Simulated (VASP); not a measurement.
# HfPb3I3 (Pm-3m) in VASP: notebook

Runs on HfPb3I3. Level: PBE. Tasks: single point.

All numbers are computed with VASP 6.6.1; they aren't measurements. Logs are shortened: lines on timing, memory, paths and dates and some standing lists are left out, and cuts for length are marked.

**1. The cell of the first run**

The structure is cubic, space group Pm-3m (No. 221). Conventional cell: a = 6.468 Å, b = 6.468 Å, c = 6.468 Å, α = 90.00°, β = 90.00°, γ = 90.00°. Hf (site symmetry m-3m) has 6 I at 3.23 Å within 4.3 Å. Within 4.3 Å of Pb (site symmetry 4/mmm) lie 4 I at 3.23 Å. I (site symmetry 4/mmm) has 2 Hf at 3.23 Å and 4 Pb at 3.23 Å within 4.3 Å.

The cell was built from a structure type or drawn by symmetry, and may not be a known phase.

**2. Single point, PBE**

Input file INCAR:

```
SYSTEM = HfPb3I3
ALGO = Fast
EDIFF = 1E-6
ENCUT = 520
GGA = PE
ISIF = 2
ISMEAR = 0
LASPH = .TRUE.
LCHARG = .FALSE.
LREAL = .FALSE.
LWAVE = .FALSE.
NBANDS = 46
NELM = 100
PREC = Accurate
SIGMA = 0.1
```

Input file KPOINTS:

```
k-points
0
G
  6 6 6
  0 0 0
```

Input file POSCAR:

```
HfPb3I3
1.0
    6.4676064777      0.0000000000      0.0000000000
    0.0000000000      6.4676064777      0.0000000000
    0.0000000000      0.0000000000      6.4676064777
Hf Pb I
1 3 3
Direct
    0.0000000000      0.0000000000      0.0000000000
    0.0000000000      0.5000000000      0.5000000000
    0.5000000000      0.0000000000      0.5000000000
    0.5000000000      0.5000000000      0.0000000000
    0.5000000000      0.0000000000      0.0000000000
    0.0000000000      0.5000000000      0.0000000000
    0.0000000000      0.0000000000      0.5000000000
```

Potentials or basis: VASP PAW PBE potentials, release 64 (Hf_pv, Pb_d, I).

Started as:

```bash
$ cat potpaw_PBE.64/Hf_pv/POTCAR potpaw_PBE.64/Pb_d/POTCAR potpaw_PBE.64/I/POTCAR > POTCAR
$ mpirun -np 1 vasp_std > vasp.out
```

OUTCAR:

```text
SYSTEM = HfPb3I3
   EDIFF = 1E-6
   ENCUT = 520
   GGA = PE
   ISIF = 2
   ISMEAR = 0
   LASPH = .TRUE.
   LREAL = .FALSE.
   NELM = 100
   PREC = Accurate

 ion  position               nearest neighbor table
   1  0.000  0.000  0.000-   5 3.23   6 3.23   7 3.23   7 3.23   6 3.23   5 3.23
   2  0.000  0.500  0.500-   6 3.23   7 3.23   6 3.23   7 3.23
   3  0.500  0.000  0.500-   5 3.23   7 3.23   5 3.23   7 3.23
   4  0.500  0.500  0.000-   5 3.23   6 3.23   5 3.23   6 3.23
   5  0.500  0.000  0.000-   1 3.23   3 3.23   4 3.23   3 3.23   4 3.23   1 3.23
   6  0.000  0.500  0.000-   1 3.23   2 3.23   4 3.23   2 3.23   1 3.23   4 3.23
   7  0.000  0.000  0.500-   1 3.23   2 3.23   3 3.23   1 3.23   2 3.23   3 3.23

  LATTYP: Found a simple cubic cell.
 ALAT       =     6.4676064777

  Lattice vectors:

 A1 = (   6.4676064777,   0.0000000000,   0.0000000000)
 A2 = (   0.0000000000,   6.4676064777,   0.0000000000)
 A3 = (   0.0000000000,   0.0000000000,   6.4676064777)

Analysis of symmetry for initial positions (statically):
=====================================================================
 Subroutine PRICEL returns:
 Original cell was already a primitive cell.

 Routine SETGRP: Setting up the symmetry group for a
 simple cubic supercell.

 Subroutine GETGRP returns: Found 48 space group operations
 (whereof 48 operations were pure point group operations)
 out of a pool of 48 trial point group operations.

The static configuration has the point symmetry O_h .

Analysis of symmetry for dynamics (positions and initial velocities):
=====================================================================
 Subroutine PRICEL returns:
 Original cell was already a primitive cell.

 Routine SETGRP: Setting up the symmetry group for a
 simple cubic supercell.

 Subroutine GETGRP returns: Found 48 space group operations
 (whereof 48 operations were pure point group operations)
 out of a pool of 48 trial point group operations.

The dynamic configuration has the point symmetry O_h .

 Subroutine INISYM returns: Found 48 space group operations
 (whereof 48 operations are pure point group operations),
 and found     1 'primitive' translations

----------------------------------------------------------------------------------------

                                     Primitive cell

  volume of cell :     270.5395

  direct lattice vectors                    reciprocal lattice vectors
     6.467606478  0.000000000  0.000000000     0.154616705  0.000000000  0.000000000
     0.000000000  6.467606478  0.000000000     0.000000000  0.154616705  0.000000000
     0.000000000  0.000000000  6.467606478     0.000000000  0.000000000  0.154616705

  length of vectors
     6.467606478  6.467606478  6.467606478     0.154616705  0.154616705  0.154616705

  position of ions in fractional coordinates (direct lattice)
     0.000000000  0.000000000  0.000000000
     0.000000000  0.500000000  0.500000000
     0.500000000  0.000000000  0.500000000
     0.500000000  0.500000000  0.000000000
     0.500000000  0.000000000  0.000000000
     0.000000000  0.500000000  0.000000000
     0.000000000  0.000000000  0.500000000

  ion indices of the primitive-cell ions
   primitive index   ion index
                 1           1
                 2           2
                 3           3
                 4           4
                 5           5
                 6           6
                 7           7

----------------------------------------------------------------------------------------

 KPOINTS: k-points

Automatic generation of k-mesh.
 Grid dimensions read from file:
 generate k-points for:    6    6    6

 Generating k-lattice:

  Cartesian coordinates                     Fractional coordinates (reciprocal lattice)
     0.025769451  0.000000000  0.000000000     0.166666667  0.000000000  0.000000000
     0.000000000  0.025769451  0.000000000     0.000000000  0.166666667  0.000000000
     0.000000000  0.000000000  0.025769451     0.000000000  0.000000000  0.166666667

  Length of vectors
     0.025769451  0.025769451  0.025769451

  Shift w.r.t. Gamma in fractional coordinates (k-lattice)
     0.000000000  0.000000000  0.000000000

 Subroutine IBZKPT returns following result:
 ===========================================

 Found     20 irreducible k-points:

 Following reciprocal coordinates:
            Coordinates               Weight
  0.000000  0.000000  0.000000      1.000000
  0.166667  0.000000  0.000000      6.000000
  0.333333  0.000000  0.000000      6.000000
  0.500000  0.000000  0.000000      3.000000
  0.166667  0.166667  0.000000     12.000000
  0.333333  0.166667  0.000000     24.000000
[... 12 lines left out ...]
  0.500000  0.500000  0.333333      6.000000
  0.500000  0.500000  0.500000      1.000000
   k-points           NKPTS =     20   k-points in BZ     NKDIM =     20   number of bands    NBANDS=     46
   number of dos      NEDOS =    301   number of ions     NIONS =      7
   total plane-waves  NPLWV = 110592
   dimension x,y,z NGX =    48 NGY =   48 NGZ =   48
   dimension x,y,z NGXF=    96 NGYF=   96 NGZF=   96
   ions per type =               1   3   3
   NGX,Y,Z   is equivalent  to a cutoff of  12.34, 12.34, 12.34 a.u.
   NGXF,Y,Z  is equivalent  to a cutoff of  24.68, 24.68, 24.68 a.u.
 SYSTEM =  HfPb3I3
   PREC   = accura    normal or accurate (medium, high low for compatibility)
   ISTART =      0    job   : 0-new  1-cont  2-samecut
   ICHARG =      2    charge: 1-file 2-atom 10-const
   ISPIN  =      1    spin polarized calculation?
   LNONCOLLINEAR =      F non collinear calculations
   LSORBIT =      F    spin-orbit coupling
   LASPH  =      T    aspherical Exc in radial PAW
   ENCUT  =  520.0 eV  38.22 Ry    6.18 a.u.  12.03 12.03 12.03*2*pi/ulx,y,z
   NELM   =    100;   NELMIN=  2; NELMDL= -5     # of ELM steps
   EDIFF  = 0.1E-05   stopping-criterion for ELM
   LREAL  =      F    real-space projection
   EDIFFG = 0.1E-04   stopping-criterion for IOM
   NSW    =      0    number of steps for IOM
   IBRION =     -1    ionic relax: 0-MD 1-quasi-New 2-CG
   NFREE  =      0    steps in history (QN), initial steepest desc. (CG)
   ISIF   =      2    stress and relaxation
   ISYM   =      2    0-nonsym 1-usesym 2-fastsym
   POTIM  = 0.5000    time-step for ionic-motion
   TEBEG  =    0.0;   TEEND  =   0.0 temperature during run
   PSTRESS=    0.0 pullay stress
   NELECT =      73.0000    total number of electrons
   NUPDOWN=      -1.0000    fix difference up-down
   EMIN   =  10.00;   EMAX   =-10.00  energy-range for DOS
   EFERMI =   0.00;   METHOD = LEGACY
   ISMEAR =     0;   SIGMA  =   0.10  broadening in eV -4-tet -1-fermi 0-gaus
   EFERMI_NEDOS =   21; number of points for ismear=-14 and -15
   IALGO  =     68    algorithm
   IMIX   =      4    mixing-type and parameters
     AMIX     =   0.40;   BMIX     =  1.00
     AMIX_MAG =   1.60;   BMIX_MAG =  1.00
  volume/ion in A,a.u.               =      38.65       260.81
  Fermi-wavevector in a.u.,A,eV,Ry     =   1.057886  1.999115 15.226590  1.119123
  Thomas-Fermi vector in A             =   2.193175
   LORBIT       =      0    0 simple, 1 ext, 2 COOP (PROOUT), +10 PAW based schemes
   GGA     = PE    functional components
   LHFCALC =     F    Hartree Fock is set to
   AEXX    =    0.0000 exact exchange contribution
   IVDW    =     0    specifies the selected vdW correction
   LEPSILON=     F    determine dielectric tensor
   LRPA    =     F    only Hartree local field effects (RPA)
 non-spin polarized calculation
 RMM-DIIS sequential band-by-band and
 Gauss-broadening in eV      SIGMA  =   0.10
  energy-cutoff  :      520.00
  volume of cell :      270.54
 maximum number of plane-waves:      7320
   NGX = 25   NGY = 25   NGZ = 25

 number of electron      73.0000039 magnetization

 Free energy of the ion-electron system (eV)
  ---------------------------------------------------
  ext. energy  EPLUGINS =         0.00000000
  ---------------------------------------------------
  free energy    TOTEN  =       -20.99750385 eV

  energy without entropy =      -20.94526999  energy(sigma->0) =      -20.97138692

 E-fermi :   5.3051     XC(G=0):  -8.7346

 val. band max:        5.2845044273   @ k =   0.3333   0.3333   0.1667
 cond. band min:       5.3081364545   @ k =   0.5000   0.5000   0.1667
 fundamental gap:      0.0236320272
 Fermi energy:         5.3051304295

 k-point     1 :       0.0000    0.0000    0.0000
  band No.  band energies     occupation
      1     -27.2546      2.00000
      2     -27.2546      2.00000
      3     -27.2546      2.00000
      4     -12.5985      2.00000
      5     -12.5985      2.00000
      6     -12.5171      2.00000
[... 38 lines left out ...]
     45       8.4938      0.00000
     46       8.7642      0.00000

 k-point     2 :       0.1667    0.0000    0.0000
  band No.  band energies     occupation
      1     -27.2547      2.00000
      2     -27.2546      2.00000
      3     -27.2546      2.00000
      4     -12.5950      2.00000
      5     -12.5922      2.00000
      6     -12.5193      2.00000
[... 38 lines left out ...]
     45       8.4176      0.00000
     46       8.4627      0.00000

 k-point     3 :       0.3333    0.0000    0.0000
  band No.  band energies     occupation
      1     -27.2547      2.00000
      2     -27.2546      2.00000
      3     -27.2546      2.00000
      4     -12.5883      2.00000
      5     -12.5783      2.00000
      6     -12.5251      2.00000
[... 38 lines left out ...]
     45       8.3215      0.00000
     46       8.4993      0.00000

 k-point     4 :       0.5000    0.0000    0.0000
  band No.  band energies     occupation
      1     -27.2547      2.00000
      2     -27.2546      2.00000
      3     -27.2546      2.00000
      4     -12.5850      2.00000
      5     -12.5700      2.00000
      6     -12.5293      2.00000
[... 724 lines left out ...]
     45       6.4931      0.00000
     46       6.6790      0.00000

 k-point    19 :       0.5000    0.5000    0.3333
  band No.  band energies     occupation
      1     -27.2547      2.00000
      2     -27.2547      2.00000
      3     -27.2547      2.00000
      4     -12.5459      2.00000
      5     -12.5459      2.00000
      6     -12.5420      2.00000
[... 38 lines left out ...]
     45       6.6238      0.00000
     46       6.6773      0.00000

 k-point    20 :       0.5000    0.5000    0.5000
  band No.  band energies     occupation
      1     -27.2547      2.00000
      2     -27.2547      2.00000
      3     -27.2547      2.00000
      4     -12.5423      2.00000
      5     -12.5423      2.00000
      6     -12.5423      2.00000
[... 38 lines left out ...]
     45       6.5781      0.00000
     46       7.8528      0.00000

------------------------ aborting loop because EDIFF is reached ----------------------------------------

  FORCE on cell =-STRESS in cart. coord.  units (eV):
  Direction    XX          YY          ZZ          XY          YZ          ZX
  --------------------------------------------------------------------------------------
  -------------------------------------------------------------------------------------
  Total       -0.1360418     -0.1360418     -0.1360418     -0.0000000      0.0000000     -0.0000000
  in kB       -0.8056608     -0.8056608     -0.8056608     -0.0000000      0.0000000     -0.0000000
  external PRESSURE =      -0.8056608 kB  Pullay stress =       0.0000000 kB

 VOLUME and BASIS-vectors are now :
 -----------------------------------------------------------------------------
  energy-cutoff  :      520.00
  volume of cell :      270.54
      direct lattice vectors                 reciprocal lattice vectors
     6.467606478  0.000000000  0.000000000     0.154616705  0.000000000  0.000000000
     0.000000000  6.467606478  0.000000000     0.000000000  0.154616705  0.000000000
     0.000000000  0.000000000  6.467606478     0.000000000  0.000000000  0.154616705

 POSITION                                       TOTAL-FORCE (eV/Angst)
 -----------------------------------------------------------------------------------
      0.00000      0.00000      0.00000         0.000000      0.000000      0.000000
      0.00000      3.23380      3.23380         0.000000      0.000000      0.000000
      3.23380      0.00000      3.23380         0.000000      0.000000      0.000000
      3.23380      3.23380      0.00000         0.000000      0.000000      0.000000
      3.23380      0.00000      0.00000         0.000000      0.000000      0.000000
      0.00000      3.23380      0.00000         0.000000      0.000000      0.000000
      0.00000      0.00000      3.23380         0.000000      0.000000      0.000000
 -----------------------------------------------------------------------------------
    total drift:                                0.000000      0.000000     -0.000000

  FREE ENERGIE OF THE ION-ELECTRON SYSTEM (eV)
  ---------------------------------------------------
  free  energy   TOTEN  =       -20.9975038461 eV

  energy  without entropy=      -20.9452699888  energy(sigma->0) =      -20.97138692
```

Run time: 9.1 min. Hardware: 1 thread of Intel Xeon Platinum 8375C at 2.90GHz (Ice Lake), shared host; peak memory 0.47 GiB.

Results:

- Free energy: -20.9975 eV
- Pressure: -0.1 GPa
- Band gap on the k mesh: zero (an odd number of electrons rules out a gap without spin polarisation)

Caveat: spin-orbit coupling is left out, which moves the levels of the heavy elements; an odd number of electrons without spin polarisation forces a metal; a magnetic or distorted state may lie lower.

(Continued in part 2 of 2.)
